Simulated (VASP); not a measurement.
Set up this calculation in VASP 6.6.1, as the native input.

| Item | Value |
| --- | --- |
| Task | single point |
| Functional | PBEsol |
| Potentials or basis | VASP PAW PBE potentials, release 64 (Hf_pv, B) |
| Cutoff | 520 eV |
| k mesh | 18 × 18 × 18 |
| Occupations | gaussian, width 0.15 eV |
| Spin | no spin polarisation |
| Dipole correction | no |
| Further INCAR settings | ALGO = Normal; EDIFF = 1e-06; NBANDS = 14 |

The structure of HfB lies in POSCAR:

```
HfB
1.0
    0.0000000000      2.3157750000      2.3157750000
    2.3100000000      0.0057750000      2.3100000000
    2.3100000000      2.3100000000      0.0057750000
Hf B
1 1
Direct
    0.5000000000      0.5000000000      0.5000000000
    0.0000000000      0.0000000000      0.0000000000
```

This cell differs from its parent crystal: strain +0.0050 x Voigt [0, 0, 0, 1, 0, 0].

These files were run (other wordings do the same):

INCAR

```
SYSTEM = HfB
PREC = Accurate
ENCUT = 520
EDIFF = 1E-6
ISMEAR = 0
SIGMA = 0.15
LREAL = .False.
LASPH = .True.
NELM = 80
ALGO = Normal
ISIF = 2
LWAVE = .False.
LCHARG = .False.
GGA = PS
NBANDS = 14
```

KPOINTS

```
Automatic mesh
0
Gamma
  18 18 18
  0 0 0
```

Potentials or basis: VASP PAW PBE potentials, release 64 (Hf_pv, B).

Run with:

```sh
$ cat potpaw_PBE.64/Hf_pv/POTCAR potpaw_PBE.64/B/POTCAR > POTCAR
$ mpirun -np 1 vasp_std > vasp.out
```

It gave:

The pressure is 24.6 GPa. The band gap on the k mesh is zero (an odd number of electrons rules out a gap without spin polarisation).

Caveat: the cell differs from its parent crystal (strain +0.0050 x Voigt [0, 0, 0, 1, 0, 0]); the cell stands under pressure; the PAW data sets were made with another functional, which shifts forces and pressure a little; spin-orbit coupling is left out, which moves the levels of the heavy elements.

It took 3.3 min on 1 thread of Intel Xeon 8259CL, on a shared host, peak memory 0.4 GiB.
